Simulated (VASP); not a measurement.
A run of VASP 6.6.1 is set up as follows.

The input INCAR:

```
SYSTEM = NaH
  PREC = Accurate
  ENCUT = 400
  EDIFF = 1E-8
  ISMEAR = -1
  SIGMA = 0.03
  LREAL = .FALSE.
  LASPH = .TRUE.
  NELM = 120
  ALGO = Normal
  ISIF = 2
  LWAVE = .FALSE.
  LCHARG = .FALSE.
  GGA = PS
  LEFG = .TRUE.
  NBANDS = 11
  GGA_COMPAT = .FALSE.
```

The input KPOINTS:

```
Automatic mesh
0
G
  9 9 9
  0 0 0
```

File POSCAR:

```
NaH
1.0
    0.0000000000      2.4400000000      2.4888000000
    2.4400000000      0.0000000000      2.4888000000
    2.4400000000      2.4400000000      0.0000000000
Na H
1 1
Direct
    0.0000000000      0.0000000000      0.0000000000
    0.5000000000      0.5000000000      0.5000000000
```

Potentials or basis: VASP PAW PBE potentials, release 64 (Na_pv, H).

The run is started by

```sh
$ cat potpaw_PBE.64/Na_pv/POTCAR potpaw_PBE.64/H/POTCAR > POTCAR
$ mpirun -np 1 vasp_std > vasp.out
```

(1) Predict the pressure.

(2) Estimate the band gap on the k mesh.

## Answers

(1) -2.0 GPa.

(2) 3.76 eV (least direct gap 4.49 eV).

Caveat: the cell differs from its parent crystal (zz strain of +2 %); without QUAD_EFG the Cq values of the log hold for a quadrupole moment of 1 mb, not for the nuclei; the PAW data sets were made with another functional, which shifts forces and pressure a little.
